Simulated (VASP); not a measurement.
# SiO2 in VASP: notebook

Runs on SiO2. Level: PBE+D3(BJ). Tasks: single point.

Program: VASP 6.6.1. These are calculated values, not measurements. Logs are shortened: lines on timing, memory, paths and dates and some standing lists are left out, and cuts for length are marked.

## Step 1: The cell of the first run

The cell holds a sheet with vacuum, 6 atoms: a = 3.338 Å, b = 3.338 Å, c = 29.981 Å, α = 90.00°, β = 90.00°, γ = 90.00°.

## Step 2: Single point, PBE+D3(BJ)

The input, INCAR:

```
  ALGO = Normal
  DIPOL = 0.5 0.5 0.300
  EDIFF = 1E-6
  ENCUT = 520
  GGA = PE
  IDIPOL = 3
  ISIF = 2
  ISMEAR = 0
  IVDW = 12
  LASPH = True
  LCHARG = False
  LDIPOL = True
  LREAL = False
  LWAVE = False
  NBANDS = 25
  NELM = 80
  PREC = Accurate
  SIGMA = 0.1
```

The input, KPOINTS:

```
k-points
0
Gamma
  6 6 1
```

The input, POSCAR:

```
SiO2
1.0
    3.3376410807      0.0000000000      0.0000000000
    0.0000000000      3.3376410807      0.0000000000
    0.0000000000      0.0000000000     29.9813375200
Si O
2 4
Direct
    0.0000000000      0.0000000000      0.2496641630
    0.5000000000      0.5000000000      0.3507093189
    0.0000000000      0.5000000000      0.2489802651
    0.5000000000      0.0000000000      0.2489802651
    0.5000000000      0.0000000000      0.3513932169
    0.0000000000      0.5000000000      0.3513932169
```

Potentials or basis: VASP PAW PBE potentials, release 64 (Si, O).

Run with:

```
$ cat potpaw_PBE.64/Si/POTCAR potpaw_PBE.64/O/POTCAR > POTCAR
$ mpirun -np 1 vasp_std > vasp.out
```

OUTCAR:

```text
EDIFF = 1E-6
   ENCUT = 520
   GGA = PE
   ISIF = 2
   ISMEAR = 0
   IVDW = 12
   LASPH = True
   LREAL = False
   NELM = 80
   PREC = Accurate
 IVDW          = 12

 ion  position               nearest neighbor table
   1  0.000  0.000  0.250-   3 1.67   4 1.67   3 1.67   4 1.67
   2  0.500  0.500  0.351-   5 1.67   6 1.67   5 1.67   6 1.67
   3  0.000  0.500  0.249-   1 1.67   1 1.67
   4  0.500  0.000  0.249-   1 1.67   1 1.67
   5  0.500  0.000  0.351-   2 1.67   2 1.67
   6  0.000  0.500  0.351-   2 1.67   2 1.67

  LATTYP: Found a simple tetragonal cell.
 ALAT       =     3.3376410807
 C/A-ratio  =     8.9827925757

  Lattice vectors:

 A1 = (   3.3376410807,   0.0000000000,   0.0000000000)
 A2 = (   0.0000000000,   3.3376410807,   0.0000000000)
 A3 = (   0.0000000000,   0.0000000000,  29.9813375200)

Analysis of symmetry for initial positions (statically):
=====================================================================
 Subroutine PRICEL returns:
 Original cell was already a primitive cell.

 Routine SETGRP: Setting up the symmetry group for a
 simple tetragonal supercell.

 Subroutine GETGRP returns: Found 16 space group operations
 (whereof  8 operations were pure point group operations)
 out of a pool of 16 trial point group operations.

The static configuration has the point symmetry C_4v.
 The point group associated with its full space group is D_4h.

Analysis of symmetry for dynamics (positions and initial velocities):
=====================================================================
 Subroutine PRICEL returns:
 Original cell was already a primitive cell.

 Routine SETGRP: Setting up the symmetry group for a
 simple tetragonal supercell.

 Subroutine GETGRP returns: Found 16 space group operations
 (whereof  8 operations were pure point group operations)
 out of a pool of 16 trial point group operations.

The dynamic configuration has the point symmetry C_4v.
 The point group associated with its full space group is D_4h.

 Subroutine INISYM returns: Found 16 space group operations
 (whereof  8 operations are pure point group operations),
 and found     1 'primitive' translations

----------------------------------------------------------------------------------------

                                     Primitive cell

  volume of cell :     333.9875

[... 88 lines left out ...]
   ISYM   =      2    0-nonsym 1-usesym 2-fastsym
   POTIM  = 0.5000    time-step for ionic-motion
   TEBEG  =    0.0;   TEEND  =   0.0 temperature during run
   PSTRESS=    0.0 pullay stress
   NELECT =      32.0000    total number of electrons
   NUPDOWN=      -1.0000    fix difference up-down
   EMIN   =  10.00;   EMAX   =-10.00  energy-range for DOS
   EFERMI =   0.00;   METHOD = LEGACY
   ISMEAR =     0;   SIGMA  =   0.10  broadening in eV -4-tet -1-fermi 0-gaus
   EFERMI_NEDOS =   21; number of points for ismear=-14 and -15
   IALGO  =     38    algorithm
   IMIX   =      4    mixing-type and parameters
     AMIX     =   0.40;   BMIX     =  1.00
     AMIX_MAG =   1.60;   BMIX_MAG =  1.00
  volume/ion in A,a.u.               =      55.66       375.64
  Fermi-wavevector in a.u.,A,eV,Ry     =   0.749114  1.415621  7.635211  0.561172
  Thomas-Fermi vector in A             =   1.845559
   LORBIT       =      0    0 simple, 1 ext, 2 COOP (PROOUT), +10 PAW based schemes
   GGA     = PE    functional components
   LHFCALC =     F    Hartree Fock is set to
   AEXX    =    0.0000 exact exchange contribution
   IVDW    =    12    specifies the selected vdW correction
   LEPSILON=     F    determine dielectric tensor
   LRPA    =     F    only Hartree local field effects (RPA)
 non-spin polarized calculation
 Gauss-broadening in eV      SIGMA  =   0.10
  energy-cutoff  :      520.00
  volume of cell :      333.99
 maximum number of plane-waves:      9056
 NGX is ok and might be reduce to    28
   NGX = 13   NGY = 13   NGZ =111

 dipolmoment           0.000000      0.000000     -0.000080 electrons x Angstroem

 number of electron      32.0000016 magnetization

 dipolmoment           0.000000      0.000000      0.000006 electrons x Angstroem

 Free energy of the ion-electron system (eV)
  ---------------------------------------------------
  ext. energy  EPLUGINS =         0.00000000
  ---------------------------------------------------
  free energy    TOTEN  =       -40.87266056 eV

  energy without entropy =      -40.86861623  energy(sigma->0) =      -40.87063839

 E-fermi :  -1.7514     XC(G=0):  -2.4165

 val. band max:       -1.7661771022   @ k =   0.5000   0.5000   0.0000
 cond. band min:      -1.0430798690   @ k =   0.1667   0.0000   0.0000
 fundamental gap:      0.7230972332
 Fermi energy:        -1.7513917162

 k-point     1 :       0.0000    0.0000    0.0000
  band No.  band energies     occupation
      1     -23.5421      2.00000
      2     -23.3680      2.00000
      3     -19.8612      2.00000
      4     -19.7812      2.00000
      5     -10.5205      2.00000
      6     -10.5205      2.00000
[... 269 lines left out ...]
     24       7.3871      0.00000
     25       7.5231      0.00000

------------------------ aborting loop because EDIFF is reached ----------------------------------------

 vacuum level on the upper side and lower side of the slab       (xc-potential included)        -0.007        -0.007

 Edisp (eV)   -0.68678

 E8    (eV) :    -0.2492

  FORCE on cell =-STRESS in cart. coord.  units (eV):
  Direction    XX          YY          ZZ          XY          YZ          ZX
  --------------------------------------------------------------------------------------
  -------------------------------------------------------------------------------------
  Total       0.02752     0.02752    -0.14868     0.00000     0.00000     0.00000
  in kB       0.13202     0.13202    -0.71322     0.00000     0.00000     0.00000
  external pressure =       -0.15 kB  Pullay stress =        0.00 kB

 VOLUME and BASIS-vectors are now :
 -----------------------------------------------------------------------------
  energy-cutoff  :      520.00
  volume of cell :      333.99
      direct lattice vectors                 reciprocal lattice vectors
     3.337641081  0.000000000  0.000000000     0.299612803  0.000000000  0.000000000
     0.000000000  3.337641081  0.000000000     0.000000000  0.299612803  0.000000000
     0.000000000  0.000000000 29.981337520     0.000000000  0.000000000  0.033354082

 POSITION                                       TOTAL-FORCE (eV/Angst)
 -----------------------------------------------------------------------------------
      0.00000      0.00000      7.48527         0.000000     -0.000000      0.007999
      1.66882      1.66882     10.51473         0.000000      0.000000     -0.007999
      0.00000      1.66882      7.46476         0.000000     -0.000000      0.004334
      1.66882      0.00000      7.46476         0.000000      0.000000      0.004334
      1.66882      0.00000     10.53524         0.000000      0.000000     -0.004334
      0.00000      1.66882     10.53524         0.000000     -0.000000     -0.004334
 -----------------------------------------------------------------------------------
    total drift:                                0.000000     -0.000000      0.000103

  FREE ENERGIE OF THE ION-ELECTRON SYSTEM (eV)
  ---------------------------------------------------
  free  energy   TOTEN  =       -41.5594389848 eV

  energy  without entropy=      -41.5553946568  energy(sigma->0) =      -41.55741682

 vacuum level on the upper side and lower side of the slab         1.778         1.778
```

OSZICAR:

```text
N       E                     dE             d eps       ncg     rms          rms(c)
DAV:   1     0.321723132759E+03    0.32172E+03   -0.12205E+04   524   0.965E+02
DAV:   2     0.480543636519E+01   -0.31692E+03   -0.29047E+03   770   0.232E+02
DAV:   3    -0.488074482167E+02   -0.53613E+02   -0.53089E+02   560   0.116E+02
[... 14 lines left out ...]
DAV:  18    -0.408726175715E+02   -0.59447E-04   -0.63707E-06   458   0.633E-03    0.146E-03
DAV:  19    -0.408726461527E+02   -0.28581E-04   -0.25339E-06   414   0.284E-03    0.768E-04
DAV:  20    -0.408726524434E+02   -0.62907E-05   -0.20811E-07   406   0.143E-03    0.359E-04
DAV:  21    -0.408726597070E+02   -0.72636E-05   -0.25166E-07   408   0.102E-03    0.212E-04
DAV:  22    -0.408726605569E+02   -0.84985E-06   -0.74953E-09   419   0.365E-04
   1 F= -.41559439E+02 E0= -.41557417E+02  d E =-.404433E-02
```

stdout:

```text
POSCAR found type information on POSCAR SiO
 POSCAR found :  2 types and       6 ions
 scaLAPACK will be used
 LDA part: xc-table for (Slater+PW92), standard interpolation
 POSCAR, INCAR and KPOINTS ok, starting setup
 FFT: planning ... GRIDC
 FFT: planning ... GRID_SOFT
 FFT: planning ... GRID
 WAVECAR not read
 entering main loop
```

Wall time 1.8 min (1 thread of Intel Xeon Platinum 8488C (Sapphire Rapids), shared host); peak memory 0.45 GiB.

What came out:

```yaml
Free_energy: -41.5594 eV
Largest_force: 0.008 eV/Å
Band_gap_on_the_k_mesh: zero (bands 16 and 17 overlap by 0.05 eV)
Dispersion_energy_per_atom: -0.114 eV
```

Forces on the atoms (eV/Å):
```
Si   0.000  0.000  0.008
Si   0.000  0.000 -0.008
O    0.000  0.000  0.004
O    0.000  0.000  0.004
O    0.000  0.000 -0.004
O    0.000  0.000 -0.004
```

## Step 3: Single point, PBE+D3(BJ), collinear spin, ferromagnetic start

This run uses another cell than the first one.

The input, INCAR:

```
  ALGO = Normal
  DIPOL = 0.5 0.5 0.500
  EDIFF = 1E-7
  ENCUT = 520
  GGA = PE
  IDIPOL = 3
  ISIF = 2
  ISMEAR = 0
  ISPIN = 2
  IVDW = 12
  LASPH = T
  LCHARG = F
  LDIPOL = T
  LORBIT = 11
  LREAL = F
  LWAVE = F
  MAGMOM = 0 0 1 1 1 1
  NBANDS = 29
  NELM = 150
  PREC = Accurate
  SIGMA = 0.1
```

The input, KPOINTS:

```
k-points
0
Gamma
  4 4 1
```

The input, POSCAR:

```
SiO2
1.0
    3.7925757000      0.0000000000      0.0000000000
    0.0000000000      3.7925757000      0.0000000000
    0.0000000000      0.0000000000     18.0000000000
Si O
2 4
Direct
    0.0000000000      0.0000000000      0.4141480900
    0.5000000000      0.5000000000      0.5858519100
    0.0000000000      0.5000000000      0.4154166700
    0.5000000000      0.0000000000      0.4154166700
    0.5000000000      0.0000000000      0.5845833300
    0.0000000000      0.5000000000      0.5845833300
```

Potentials or basis: VASP PAW PBE potentials, release 64 (Si, O).

Run with:

```
$ cat potpaw_PBE.64/Si/POTCAR potpaw_PBE.64/O/POTCAR > POTCAR
$ mpirun -np 1 vasp_std > vasp.out
```

OUTCAR:

```text
EDIFF = 1E-7
   ENCUT = 520
   GGA = PE
   ISIF = 2
   ISMEAR = 0
   ISPIN = 2
   IVDW = 12
   LASPH = T
   LORBIT = 11
   LREAL = F
   NELM = 150
   PREC = Accurate
 IVDW          = 12

 ion  position               nearest neighbor table
   1  0.000  0.000  0.414-   3 1.90   4 1.90   3 1.90   4 1.90
   2  0.500  0.500  0.586-   5 1.90   6 1.90   5 1.90   6 1.90
   3  0.000  0.500  0.415-   1 1.90   1 1.90
   4  0.500  0.000  0.415-   1 1.90   1 1.90
   5  0.500  0.000  0.585-   2 1.90   2 1.90
   6  0.000  0.500  0.585-   2 1.90   2 1.90

  LATTYP: Found a simple tetragonal cell.
 ALAT       =     3.7925757000
 C/A-ratio  =     4.7461148897

  Lattice vectors:

 A1 = (   3.7925757000,   0.0000000000,   0.0000000000)
 A2 = (   0.0000000000,   3.7925757000,   0.0000000000)
 A3 = (   0.0000000000,   0.0000000000,  18.0000000000)

Analysis of symmetry for initial positions (statically):
=====================================================================
 Subroutine PRICEL returns:
 Original cell was already a primitive cell.

 Routine SETGRP: Setting up the symmetry group for a
 simple tetragonal supercell.

 Subroutine GETGRP returns: Found 16 space group operations
 (whereof  8 operations were pure point group operations)
 out of a pool of 16 trial point group operations.

The static configuration has the point symmetry C_4v.
 The point group associated with its full space group is D_4h.

Analysis of symmetry for dynamics (positions and initial velocities):
=====================================================================
 Subroutine PRICEL returns:
 Original cell was already a primitive cell.

 Routine SETGRP: Setting up the symmetry group for a
 simple tetragonal supercell.

[... 171 lines left out ...]

 k-point     1 :       0.0000    0.0000    0.0000
  band No.  band energies     occupation
      1     -21.5430      1.00000
      2     -21.3769      1.00000
      3     -19.5581      1.00000
      4     -19.4666      1.00000
      5      -9.1277      1.00000
      6      -9.1277      1.00000
[... 175 lines left out ...]
     27       7.0398      0.00000
     28       7.0398      0.00000
 Fermi energy:        -2.9811190577

 spin component 2

 k-point     1 :       0.0000    0.0000    0.0000
  band No.  band energies     occupation
      1     -21.5430      1.00000
      2     -21.3769      1.00000
      3     -19.5581      1.00000
      4     -19.4666      1.00000
      5      -9.1277      1.00000
      6      -9.1277      1.00000
[... 175 lines left out ...]
     27       7.0384      0.00000
     28       7.0384      0.00000
 [bands above 28 left out]

------------------------ aborting loop because EDIFF is reached ----------------------------------------

 vacuum level on the upper side and lower side of the slab       (xc-potential included)        -0.010        -0.010

 Edisp (eV)   -0.52093

 E8    (eV) :    -0.1871

  FORCE on cell =-STRESS in cart. coord.  units (eV):
  Direction    XX          YY          ZZ          XY          YZ          ZX
  --------------------------------------------------------------------------------------
  -------------------------------------------------------------------------------------
  Total     -27.65489   -27.65489    -0.07000     0.00000     0.00000    -0.00000
  in kB    -171.13607  -171.13607    -0.43318     0.00000     0.00000    -0.00000
  external pressure =     -114.24 kB  Pullay stress =        0.00 kB

 VOLUME and BASIS-vectors are now :
 -----------------------------------------------------------------------------
  energy-cutoff  :      520.00
  volume of cell :      258.91
      direct lattice vectors                 reciprocal lattice vectors
     3.792575700  0.000000000  0.000000000     0.263673049  0.000000000  0.000000000
     0.000000000  3.792575700  0.000000000     0.000000000  0.263673049  0.000000000
     0.000000000  0.000000000 18.000000000     0.000000000  0.000000000  0.055555556

 POSITION                                       TOTAL-FORCE (eV/Angst)
 -----------------------------------------------------------------------------------
      0.00000      0.00000      7.45467         0.000000      0.000000      0.412307
      1.89629      1.89629     10.54533         0.000000      0.000000     -0.412307
      0.00000      1.89629      7.47750         0.000000     -0.000000     -0.213787
      1.89629      0.00000      7.47750        -0.000000      0.000000     -0.213787
      1.89629      0.00000     10.52250         0.000000      0.000000      0.213787
      0.00000      1.89629     10.52250         0.000000     -0.000000      0.213787
 -----------------------------------------------------------------------------------
    total drift:                                0.000000      0.000000      0.000000

  FREE ENERGIE OF THE ION-ELECTRON SYSTEM (eV)
  ---------------------------------------------------
  free  energy   TOTEN  =       -37.3863085065 eV

  energy  without entropy=      -37.3863065873  energy(sigma->0) =      -37.38630755

 vacuum level on the upper side and lower side of the slab         2.435         2.435

 total charge

# of ion       s       p       d       tot
------------------------------------------
    1        0.649   0.581   0.000   1.230
    2        0.649   0.581   0.000   1.230
    3        1.559   3.371   0.000   4.931
    4        1.559   3.371   0.000   4.931
    5        1.559   3.371   0.000   4.931
    6        1.559   3.371   0.000   4.931
--------------------------------------------------
tot          7.536  14.647   0.000  22.183

 magnetization (x)

# of ion       s       p       d       tot
------------------------------------------
    1        0.000  -0.000   0.000  -0.000
    2        0.000  -0.000   0.000  -0.000
    3        0.000  -0.000   0.000  -0.000
    4        0.000  -0.000   0.000  -0.000
    5        0.000  -0.000   0.000  -0.000
    6        0.000  -0.000   0.000  -0.000
--------------------------------------------------
tot          0.000  -0.000   0.000  -0.000
```

OSZICAR:

```text
N       E                     dE             d eps       ncg     rms          rms(c)
DAV:   1     0.261377739082E+03    0.26138E+03   -0.12432E+04   696   0.858E+02
DAV:   2     0.203572017175E+00   -0.26117E+03   -0.23044E+03   991   0.206E+02
[... 23 lines left out ...]
DAV:  26    -0.368653749756E+02   -0.19901E-05   -0.21119E-08   601   0.531E-04    0.521E-05
DAV:  27    -0.368653762664E+02   -0.12908E-05   -0.97733E-09   598   0.334E-04    0.332E-05
DAV:  28    -0.368653770247E+02   -0.75835E-06   -0.37737E-09   626   0.221E-04    0.186E-05
DAV:  29    -0.368653773829E+02   -0.35814E-06   -0.16938E-09   642   0.132E-04    0.120E-05
DAV:  30    -0.368653774923E+02   -0.10940E-06   -0.53683E-10   634   0.772E-05    0.614E-06
DAV:  31    -0.368653775337E+02   -0.41406E-07   -0.28879E-10   631   0.618E-05
   1 F= -.37386309E+02 E0= -.37386308E+02  d E =-.191920E-05  mag=     0.0000
```

stdout:

```text
POSCAR found type information on POSCAR SiO
 POSCAR found :  2 types and       6 ions
 scaLAPACK will be used
 LDA part: xc-table for (Slater+PW92), standard interpolation
 POSCAR, INCAR and KPOINTS ok, starting setup
 FFT: planning ... GRIDC
 FFT: planning ... GRID_SOFT
 FFT: planning ... GRID
 WAVECAR not read
 entering main loop
```

It took 2.3 min on 1 thread of Intel Xeon Platinum 8488C (Sapphire Rapids), shared host; peak memory 0.43 GiB.

Results:

```yaml
Free_energy: -37.3863 eV
Largest_force: 0.412 eV/Å
Band_gap_on_the_k_mesh: zero (filled and empty bands overlap)
Net_moment: 0.00 μB per cell
Valence_electrons_inside_the_program's_atomic_spheres: Si 1.23; O 4.93
Dispersion_energy_per_atom: -0.087 eV
```

Forces in eV/Å, atoms in the order of the input:
```
Si   0.000  0.000  0.412
Si   0.000  0.000 -0.412
O    0.000  0.000 -0.214
O    0.000  0.000 -0.214
O    0.000  0.000  0.214
O    0.000  0.000  0.214
```

Levels at points of the mesh, in eV from the Fermi level:
Spin up:
| k point | band 12 | band 13 | band 14 | band 15 | band 16 | band 17 | band 18 | band 19 | band 20 | band 21 |
| --- | --- | --- | --- | --- | --- | --- | --- | --- | --- | --- |
| (0.00, 0.00, 0.00) | -1.42 | -1.33 | -0.83 | -0.77 | -0.77 | -0.76 | -0.76 | 4.14 | 4.30 | 5.26 |
| (0.50, 0.00, 0.00) | -1.89 | -1.72 | -1.72 | -1.57 | -1.57 | 2.29 | 2.29 | 3.42 | 3.42 | 7.13 |
| (0.50, 0.50, 0.00) | -2.40 | -1.58 | -1.58 | 0.30 | 0.30 | 1.57 | 1.57 | 4.25 | 4.25 | 6.51 |
Spin down:
```csv
k point,band 12,band 13,band 14,band 15,band 16,band 17,band 18,band 19,band 20,band 21
"(0.00, 0.00, 0.00)",-1.42,-1.33,-0.83,-0.77,-0.77,-0.76,-0.76,4.14,4.30,5.26
"(0.50, 0.00, 0.00)",-1.89,-1.72,-1.72,-1.57,-1.57,2.29,2.29,3.42,3.42,7.13
"(0.50, 0.50, 0.00)",-2.40,-1.58,-1.58,0.30,0.30,1.57,1.57,4.25,4.25,6.51
```

Caveat: the k points lie up to 0.41 Å⁻¹ apart, too coarse for converged energies and pressures of a metal.

(Part 1 of 2 ends here.)

The gap in the log of VASP goes by the Fermi energy; the results here count the filled bands.